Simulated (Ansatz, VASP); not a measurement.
Two plane-wave programs on Fe

POSCAR

```
Fe
1.0
    1.5630294866      0.9024154948      2.8984507864
   -1.5630294866      0.9024154948      2.8984507864
    0.0000000000     -1.8048309896      2.8984507864
Fe
2
Direct
    0.2275400000      0.2275400000      0.2275400000
    0.7724600000      0.7724600000      0.7724600000
```

Contents of INCAR.step1:

```
SYSTEM = Fe
PREC = Accurate
ENCUT = 660
ISMEAR = 0
SIGMA = 0.1
LREAL = .False.
LASPH = .True.
NELM = 200
ISPIN = 2
MAGMOM = 4 4
LMAXMIX = 4
NBANDS = 19
GGA = PE
ALGO = Normal
EDIFF = 1E-5
LWAVE = .True.
LCHARG = .False.
GGA_COMPAT = .False.
```

The input INCAR.step2:

```
SYSTEM = Fe
PREC = Accurate
ENCUT = 660
EDIFF = 1E-6
ISMEAR = 0
SIGMA = 0.1
LREAL = .False.
LASPH = .True.
NELM = 200
ALGO = Normal
ISIF = 2
LWAVE = .False.
LCHARG = .False.
ISPIN = 2
MAGMOM = 4 4
LORBIT = 11
LMAXMIX = 4
METAGGA = R2SCAN
LMIXTAU = .True.
NBANDS = 19
ISTART = 1
GGA_COMPAT = .False.
```

KPOINTS

```
regular mesh
0
Gamma
  9 9 9
  0 0 0
```

Input for Ansatz:

```yaml
crystal:
  lattice:
    - [1.5630294866, 0.9024154948, 2.8984507864]
    - [-1.5630294866, 0.9024154948, 2.8984507864]
    - [0.0, -1.8048309896, 2.8984507864]
  atoms:
    - { symbol: Fe, position: [0.22754, 0.22754, 0.22754], spin: 4.0 }
    - { symbol: Fe, position: [0.77246, 0.77246, 0.77246], spin: 4.0 }
basis:
  ecutwfc: 500
kpoints:
  mp_grid: { grid: [9, 9, 9] }
hamiltonian:
  xc: r2scan
scf:
  occupations: { method: gaussian, width: 0.1 }
  lower_state_search: "off"
output:
  forces: true
  stress: true
  eigenvalues: true
  populations: true
magnetization:
  spin_polarized: true
```

Alike in both runs: task single point; functional r2SCAN; k mesh 9 × 9 × 9; occupations gaussian, width 0.1 eV; collinear spin.

|  | VASP | Ansatz |
| --- | --- | --- |
| version | VASP 6.6.1 | Ansatz 0.2.0 |
| potentials or method | VASP PAW PBE potentials, release 64 (Fe), cutoff 660 eV | scalar-relativistic, plane waves, PAW |
| valence electrons in the cell | 16 | 32 |

```tsv
	VASP	Ansatz	Ansatz less VASP
gap on the k mesh at the Fermi level (eV)	none	none	-
pressure (GPa)	21.7	22.0	+0.25
traceless stress, the component that is largest in VASP (GPa)	-0.48	-0.60	-0.120
rms of the force components (eV/Å)	2.894	2.943	+0.0494
net moment per atom (μB)	2.27	2.26	-0.013
size of the moment on the site where the two differ most (μB)	2.25	2.19	-0.067
```

VASP's potentials were made for PBE, not for r2SCAN. Site moments also hang on the region over which each program counts them. Atom by atom the forces differ by 0.049 eV/Å (rms over components). A gap of «none» marks a metal or a gap that the smearing closes. VASP's potentials hold 16 valence electrons a cell and Ansatz's 32, so a difference there can come from the potentials and not from the codes. Ansatz's warnings: stability check not made.
